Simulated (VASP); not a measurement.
BaHg: relaxation of cell and atoms with LDA

BaHg:

```
Ba Hg
1.0
     0.00000    3.40000    3.40000
     3.40000    0.00000    3.40000
     3.40000    3.40000    0.00000
Ba Hg
1 1
Cartesian
  0.0000 0.0000 0.0000
  3.4000 3.4000 3.4000
```

```
Program                : VASP 6.6.1
Task                   : relaxation of cell and atoms
Functional             : LDA
Potentials or basis    : VASP PAW LDA potentials, release 64 (Ba_sv, Hg)
Cutoff                 : 600 eV
k mesh                 : 5 × 5 × 5
Occupations            : gaussian, width 0.1 eV
Spin                   : no spin polarisation
Dipole correction      : no
Further INCAR settings : ALGO = Normal; EDIFF = 1e-06; IBRION = 2; EDIFFG = -0.01; NSW = 80; ISIF = 3
```

The relaxed volume is 39.81 Å³/atom. The relaxed cell is a = 4.829 Å, b = 4.829 Å, c = 4.829 Å, α = 60.00°, β = 60.00°, γ = 60.00° and the space group after relaxing (to 0.05 Å) is Fm-3m (No. 225). The energy gained by relaxing is 0.6 meV/atom. The ionic steps are 2 and the pressure after relaxing is 0.0 GPa. The band gap on the k mesh is zero (band 11 reaches 4.19 eV, above the bottom of band 12 at 2.11 eV).

The path:
| step | energy change (eV) | largest force (eV/Å) | pressure (GPa) | volume (Å³) |
| --- | --- | --- | --- | --- |
| 1 | 0.0000 | 0.0000 | 0.36 | 78.61 |
| 2 | -0.0012 | 0.0000 | 0.03 | 79.61 |

Final structure:
```cif
data_structure
_symmetry_space_group_name_H-M 'P 1'
_symmetry_Int_Tables_number 1
_cell_length_a 4.8287
_cell_length_b 4.8287
_cell_length_c 4.8287
_cell_angle_alpha 60.000
_cell_angle_beta 60.000
_cell_angle_gamma 60.000
_cell_volume 79.61
loop_
_atom_site_label
_atom_site_type_symbol
_atom_site_fract_x
_atom_site_fract_y
_atom_site_fract_z
_atom_site_occupancy
Ba1 Ba 0.00000 0.00000 0.00000 1
Hg1 Hg 0.50000 0.50000 0.50000 1
```

Levels at points of the mesh, in eV from the Fermi level:
```
           k point  band 7  band 8  band 9  band 10  band 11  band 12  band 13  band 14  band 15
(0.00, 0.00, 0.00)   -7.65   -7.65   -7.65    -6.23     2.02     2.02     2.02     3.32     3.32
```

It took 17 s on 1 thread of AMD EPYC 9R14 (Zen 4), with other jobs on the host, peak memory 0.16 GiB.

Caveat: spin-orbit coupling is left out, which moves the levels of the heavy elements.
